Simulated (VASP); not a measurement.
# HfN (P1) in VASP: single point with LDA

Aim: the single point of HfN with LDA.

Program: VASP 6.6.1. These are calculated values, not measurements. Logs are shortened: lines on timing, memory, paths and dates and some standing lists are left out, and cuts for length are marked.

### 1 The cell of the first run

The typed cell holds 2 atoms: a = 3.415 Å, b = 3.415 Å, c = 3.415 Å, α = 60.00°, β = 60.00°, γ = 60.00°.

### 2 Single point, LDA (atoms moved at random)

File INCAR:

```
PREC = Accurate ; ENCUT = 520
EDIFF = 1E-6 ; ISMEAR = 0
SIGMA = 0.15 ; LREAL = F
LASPH = T ; NELM = 80
ALGO = Normal ; ISIF = 2
LWAVE = F ; LCHARG = F
GGA = CA ; NBANDS = 14
```

File KPOINTS:

```
regular mesh
0
Gamma
  12 12 12
```

File POSCAR:

```
HfN
1.0
    0.0000000000      2.4146129775      2.4146129775
    2.4146129775      0.0000000000      2.4146129775
    2.4146129775      2.4146129775      0.0000000000
Hf N
1 1
Direct
    0.0145462120     -0.0831942431      0.0147589464
    0.7354537880      0.8331942431      0.7352410536
```

Potentials or basis: VASP PAW LDA potentials, release 64 (Hf_pv, N).

Command:

```bash
$ cat potpaw_LDA.64/Hf_pv/POTCAR potpaw_LDA.64/N/POTCAR > POTCAR
$ mpirun -np 1 vasp_std > vasp.out
```

OUTCAR:

```text
PREC = Accurate
   ENCUT = 520
   EDIFF = 1E-6
   ISMEAR = 0
   LREAL = F
   LASPH = T
   NELM = 80
   ISIF = 2
   GGA = CA

 ion  position               nearest neighbor table
   1  0.015  0.917  0.015-   2 1.83   2 2.07   2 2.07   2 2.56
   2  0.735  0.833  0.735-   1 1.83   1 2.07   1 2.07   1 2.56

  LATTYP: Found a face centered cubic cell.
 ALAT       =     4.8292259550

  Lattice vectors:

 A1 = (   0.0000000000,   2.4146129775,   2.4146129775)
 A2 = (   2.4146129775,   0.0000000000,   2.4146129775)
 A3 = (   2.4146129775,   2.4146129775,   0.0000000000)

Analysis of symmetry for initial positions (statically):
=====================================================================
 Subroutine PRICEL returns:
 Original cell was already a primitive cell.

 Routine SETGRP: Setting up the symmetry group for a
 face centered cubic supercell.

 Subroutine GETGRP returns: Found  1 space group operations
 (whereof  1 operations were pure point group operations)
 out of a pool of 48 trial point group operations.

The static configuration has the point symmetry C_1 .

Analysis of symmetry for dynamics (positions and initial velocities):
=====================================================================
 Subroutine PRICEL returns:
 Original cell was already a primitive cell.

 Routine SETGRP: Setting up the symmetry group for a
 face centered cubic supercell.

 Subroutine GETGRP returns: Found  1 space group operations
 (whereof  1 operations were pure point group operations)
 out of a pool of 48 trial point group operations.

The dynamic configuration has the point symmetry C_1 .

 Subroutine INISYM returns: Found  1 space group operations
 (whereof  1 operations are pure point group operations),
 and found     1 'primitive' translations

----------------------------------------------------------------------------------------

                                     Primitive cell

  volume of cell :      28.1561

  direct lattice vectors                    reciprocal lattice vectors
     0.000000000  2.414612978  2.414612978    -0.207072522  0.207072522  0.207072522
     2.414612978  0.000000000  2.414612978     0.207072522 -0.207072522  0.207072522
     2.414612978  2.414612978  0.000000000     0.207072522  0.207072522 -0.207072522

  length of vectors
     3.414778421  3.414778421  3.414778421     0.358660130  0.358660130  0.358660130

  position of ions in fractional coordinates (direct lattice)
     0.014546212  0.916805757  0.014758946
     0.735453788  0.833194243  0.735241054

  ion indices of the primitive-cell ions
   primitive index   ion index
                 1           1
                 2           2

----------------------------------------------------------------------------------------

 KPOINTS: regular mesh

Automatic generation of k-mesh.
 Grid dimensions read from file:
 generate k-points for:   12   12   12

 Generating k-lattice:

  Cartesian coordinates                     Fractional coordinates (reciprocal lattice)
    -0.017256044  0.017256044  0.017256044     0.083333333  0.000000000  0.000000000
     0.017256044 -0.017256044  0.017256044     0.000000000  0.083333333  0.000000000
     0.017256044  0.017256044 -0.017256044     0.000000000  0.000000000  0.083333333

  Length of vectors
     0.029888344  0.029888344  0.029888344

  Shift w.r.t. Gamma in fractional coordinates (k-lattice)
     0.000000000  0.000000000  0.000000000

 Subroutine IBZKPT returns following result:
 ===========================================

 Found    868 irreducible k-points:

 Following reciprocal coordinates:
            Coordinates               Weight
  0.000000  0.000000  0.000000      1.000000
  0.083333  0.000000  0.000000      2.000000
  0.000000  0.083333  0.000000      2.000000
  0.000000  0.000000  0.083333      2.000000
  0.083333  0.083333  0.083333      2.000000
  0.166667  0.000000  0.000000      2.000000
[... 16 lines left out ...]
  0.000000  0.500000  0.000000      1.000000
  0.000000  0.000000  0.500000      1.000000
 [... further k-points ...]
   k-points           NKPTS =    868   k-points in BZ     NKDIM =    868   number of bands    NBANDS=     14
   number of dos      NEDOS =    301   number of ions     NIONS =      2
   total plane-waves  NPLWV =  21952
   dimension x,y,z NGX =    28 NGY =   28 NGZ =   28
   dimension x,y,z NGXF=    56 NGYF=   56 NGZF=   56
   ions per type =               1   1
   NGX,Y,Z   is equivalent  to a cutoff of  13.63, 13.63, 13.63 a.u.
   NGXF,Y,Z  is equivalent  to a cutoff of  27.26, 27.26, 27.26 a.u.
 SYSTEM =  unknown system
   PREC   = accura    normal or accurate (medium, high low for compatibility)
   ISTART =      0    job   : 0-new  1-cont  2-samecut
   ICHARG =      2    charge: 1-file 2-atom 10-const
   ISPIN  =      1    spin polarized calculation?
   LNONCOLLINEAR =      F non collinear calculations
   LSORBIT =      F    spin-orbit coupling
   LASPH  =      T    aspherical Exc in radial PAW
   ENCUT  =  520.0 eV  38.22 Ry    6.18 a.u.   6.35  6.35  6.35*2*pi/ulx,y,z
   NELM   =     80;   NELMIN=  2; NELMDL= -5     # of ELM steps
   EDIFF  = 0.1E-05   stopping-criterion for ELM
   LREAL  =      F    real-space projection
   EDIFFG = 0.1E-04   stopping-criterion for IOM
   NSW    =      0    number of steps for IOM
   IBRION =     -1    ionic relax: 0-MD 1-quasi-New 2-CG
   NFREE  =      0    steps in history (QN), initial steepest desc. (CG)
   ISIF   =      2    stress and relaxation
   ISYM   =      2    0-nonsym 1-usesym 2-fastsym
   POTIM  = 0.5000    time-step for ionic-motion
   TEBEG  =    0.0;   TEEND  =   0.0 temperature during run
   PSTRESS=    0.0 pullay stress
   NELECT =      15.0000    total number of electrons
   NUPDOWN=      -1.0000    fix difference up-down
   EMIN   =  10.00;   EMAX   =-10.00  energy-range for DOS
   EFERMI =   0.00;   METHOD = LEGACY
   ISMEAR =     0;   SIGMA  =   0.15  broadening in eV -4-tet -1-fermi 0-gaus
   EFERMI_NEDOS =   21; number of points for ismear=-14 and -15
   IALGO  =     38    algorithm
   IMIX   =      4    mixing-type and parameters
     AMIX     =   0.40;   BMIX     =  1.00
     AMIX_MAG =   1.60;   BMIX_MAG =  1.00
  volume/ion in A,a.u.               =      14.08        95.00
  Fermi-wavevector in a.u.,A,eV,Ry     =   1.327133  2.507917 23.963690  1.761282
  Thomas-Fermi vector in A             =   2.456468
   LORBIT       =      0    0 simple, 1 ext, 2 COOP (PROOUT), +10 PAW based schemes
   GGA     = CA    functional components
   LHFCALC =     F    Hartree Fock is set to
   AEXX    =    0.0000 exact exchange contribution
   IVDW    =     0    specifies the selected vdW correction
   LEPSILON=     F    determine dielectric tensor
   LRPA    =     F    only Hartree local field effects (RPA)
 non-spin polarized calculation
 Gauss-broadening in eV      SIGMA  =   0.15
  energy-cutoff  :      520.00
  volume of cell :       28.16
 maximum number of plane-waves:       769
 NGX is ok and might be reduce to    28
   NGX = 13   NGY = 13   NGZ = 13

 number of electron      15.0000000 magnetization

 Free energy of the ion-electron system (eV)
  ---------------------------------------------------
  ext. energy  EPLUGINS =         0.00000000
  ---------------------------------------------------
  free energy    TOTEN  =       -21.93743412 eV

  energy without entropy =      -21.92772661  energy(sigma->0) =      -21.93258036

 E-fermi :   5.5986     XC(G=0): -11.7084

 val. band max:        5.5948687191   @ k =   0.4167   0.0000   0.4167
 cond. band min:       5.6026884703   @ k =   0.0000   0.2500   0.5000
 fundamental gap:      0.0078197512
 Fermi energy:         5.5985604104

 k-point     1 :       0.0000    0.0000    0.0000
  band No.  band energies     occupation
      1     -24.8958      2.00000
      2     -24.6975      2.00000
      3     -24.6854      2.00000
      4     -10.1800      2.00000
      5      -0.0866      2.00000
      6       0.1782      2.00000
      7       1.8064      2.00000
      8       4.6506      2.00000
      9       7.9973      0.00000
     10       8.0850      0.00000
     11      10.1461      0.00000
     12      15.4806      0.00000
     13      15.6617      0.00000
     14      17.7937      0.00000

 k-point     2 :       0.0833    0.0000    0.0000
  band No.  band energies     occupation
      1     -24.9137      2.00000
      2     -24.7302      2.00000
      3     -24.6907      2.00000
      4     -10.0661      2.00000
      5      -0.1699      2.00000
      6       0.2739      2.00000
      7       1.7304      2.00000
      8       4.8624      2.00000
      9       7.8566      0.00000
     10       8.1490      0.00000
     11      10.4083      0.00000
     12      15.1354      0.00000
     13      15.5100      0.00000
     14      17.5396      0.00000

 k-point     3 :       0.0000    0.0833    0.0000
  band No.  band energies     occupation
      1     -24.9013      2.00000
      2     -24.7163      2.00000
      3     -24.7016      2.00000
      4     -10.1229      2.00000
      5      -0.0885      2.00000
      6       0.1903      2.00000
      7       1.4889      2.00000
      8       5.2086      1.99976
      9       8.0247      0.00000
     10       8.1064      0.00000
     11      10.0089      0.00000
     12      15.5476      0.00000
     13      15.5944      0.00000
     14      17.7802      0.00000

 k-point     4 :       0.0000    0.0000    0.0833
  band No.  band energies     occupation
      1     -24.9138      2.00000
      2     -24.7302      2.00000
      3     -24.6906      2.00000
      4     -10.0659      2.00000
      5      -0.1697      2.00000
      6       0.2735      2.00000
      7       1.7305      2.00000
      8       4.8623      2.00000
      9       7.8566      0.00000
     10       8.1488      0.00000
     11      10.4091      0.00000
     12      15.1314      0.00000
     13      15.5125      0.00000
     14      17.5387      0.00000

 k-point     5 :       0.0833    0.0833    0.0833
  band No.  band energies     occupation
      1     -24.9460      2.00000
      2     -24.7052      2.00000
      3     -24.6901      2.00000
      4     -10.0363      2.00000
      5       0.0436      2.00000
      6       0.0527      2.00000
      7       1.7852      2.00000
      8       4.8204      2.00000
      9       7.8348      0.00000
     10       8.1048      0.00000
     11      10.4905      0.00000
[... 276 lines left out ...]
 k-point    22 :       0.5000    0.0000    0.0000
  band No.  band energies     occupation
      1     -25.3883      2.00000
      2     -24.9277      2.00000
      3     -24.7487      2.00000
      4      -8.6225      2.00000
      5      -0.0614      2.00000
      6       0.8745      2.00000
      7       2.0568      2.00000
      8       6.4295      0.00000
      9       7.4832      0.00000
     10       8.6210      0.00000
     11      10.4914      0.00000
     12      11.7492      0.00000
     13      13.0171      0.00000
     14      16.6729      0.00000

 k-point    23 :       0.0000    0.5000    0.0000
  band No.  band energies     occupation
      1     -25.1537      2.00000
      2     -24.9473      2.00000
      3     -24.7582      2.00000
      4      -9.4721      2.00000
      5      -0.2324      2.00000
      6       0.2977      2.00000
      7       0.4789      2.00000
      8       8.3474      0.00000
      9       9.2661      0.00000
     10       9.6609      0.00000
     11      11.2225      0.00000
     12      13.5556      0.00000
     13      14.4856      0.00000
     14      14.7223      0.00000

 k-point    24 :       0.0000    0.0000    0.5000
  band No.  band energies     occupation
      1     -25.3894      2.00000
      2     -24.9274      2.00000
      3     -24.7486      2.00000
      4      -8.6187      2.00000
      5      -0.0616      2.00000
      6       0.8746      2.00000
      7       2.0572      2.00000
      8       6.4286      0.00000
      9       7.4802      0.00000
     10       8.6209      0.00000
     11      10.4910      0.00000
     12      11.7415      0.00000
     13      13.0152      0.00000
     14      16.6767      0.00000

 [... further k-points ...]
[... 5 lines left out ...]
  --------------------------------------------------------------------------------------
  -------------------------------------------------------------------------------------
  Total        2.4279648      4.6951225      2.4160419      3.6724374      3.6536385      0.8351631
  in kB      138.1593847    267.1682999    137.4809260    208.9740686    207.9043462     47.5235953
  external PRESSURE =     180.9362036 kB  Pullay stress =       0.0000000 kB

 VOLUME and BASIS-vectors are now :
 -----------------------------------------------------------------------------
  energy-cutoff  :      520.00
  volume of cell :       28.16
      direct lattice vectors                 reciprocal lattice vectors
     0.000000000  2.414612978  2.414612978    -0.207072522  0.207072522  0.207072522
     2.414612978  0.000000000  2.414612978     0.207072522 -0.207072522  0.207072522
     2.414612978  2.414612978  0.000000000     0.207072522  0.207072522 -0.207072522

 POSITION                                       TOTAL-FORCE (eV/Angst)
 -----------------------------------------------------------------------------------
      2.24937      0.07076      2.24885         3.156699      2.366204      3.173256
      3.78716      3.55116      3.78768        -3.156699     -2.366204     -3.173256
 -----------------------------------------------------------------------------------
    total drift:                               -0.000081     -0.000017     -0.000080

  FREE ENERGIE OF THE ION-ELECTRON SYSTEM (eV)
  ---------------------------------------------------
  free  energy   TOTEN  =       -21.9374341152 eV

  energy  without entropy=      -21.9277266074  energy(sigma->0) =      -21.93258036
```

Run time: 2.5 min. Hardware: 1 thread of AMD EPYC 9R45 (Zen 5), shared host; peak memory 0.4 GiB.

What came out:

| Property | Result |
| --- | --- |
| Free energy | -21.9374 eV |
| Pressure | 18.1 GPa |
| Largest force | 5.063 eV/Å |

Forces in eV/Å, atoms in the order of the input:
```
Hf   3.157  2.366  3.173
N   -3.157 -2.366 -3.173
```

Caveat: the cell differs from its parent crystal (atoms moved at random); spin-orbit coupling is left out, which moves the levels of the heavy elements; forces of over 1 eV/Å act on the atoms, so gaps and moduli don't describe the material at rest.
